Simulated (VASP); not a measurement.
## Bi: single point with PBEsol

Bi:

```
Bi
1.0
     2.25893    1.30419    3.93055
    -2.25893    1.30419    3.93055
     0.00000   -2.60838    3.93055
Bi
2
Cartesian
  0.0000 0.0000 2.7687
  0.0000 0.0000 9.0230
```

| Property | Result |
| --- | --- |
| Program | VASP 6.6.1 |
| Task | single point |
| Functional | PBEsol |
| Potentials or basis | VASP PAW PBE potentials, release 64 (Bi_d) |
| Cutoff | 520 eV |
| k mesh | 6 × 6 × 6 |
| Occupations | fermi-dirac, width 0.05 eV |
| Spin | no spin polarisation |

```yaml
Pressure: -0.1 GPa
Largest_force: 0.007 eV/Å
Band_gap_on_the_k_mesh: zero (band 15 reaches 6.22 eV, above the bottom of band 16 at 6.04 eV)
```

Forces on the atoms (eV/Å):
```
Bi   0.000  0.000  0.007
Bi   0.000  0.000 -0.007
```

Levels at points of the mesh, in eV from the Fermi level:
```csv
k point,band 13,band 14,band 15,band 16,band 17,band 18
"(0.00, 0.00, 0.00)",-1.48,-1.15,-1.15,2.64,3.06,3.06
"(0.50, 0.00, 0.00)",-1.26,-1.08,-0.22,-0.22,0.51,1.02
"(0.50, 0.50, 0.00)",-4.74,-3.04,-2.88,2.39,5.06,5.50
"(0.50, 0.50, 0.50)",-0.84,-0.51,-0.51,0.71,0.71,0.77
```

Run time: 34 s on 1 thread of Intel(R) Xeon(R) Platinum 8488C (Sapphire Rapids), with other jobs on the host, peak memory 0.21 GiB.

Caveat: the PAW data sets were made with another functional, which shifts forces and pressure a little; spin-orbit coupling is left out, which moves the levels of the heavy elements.
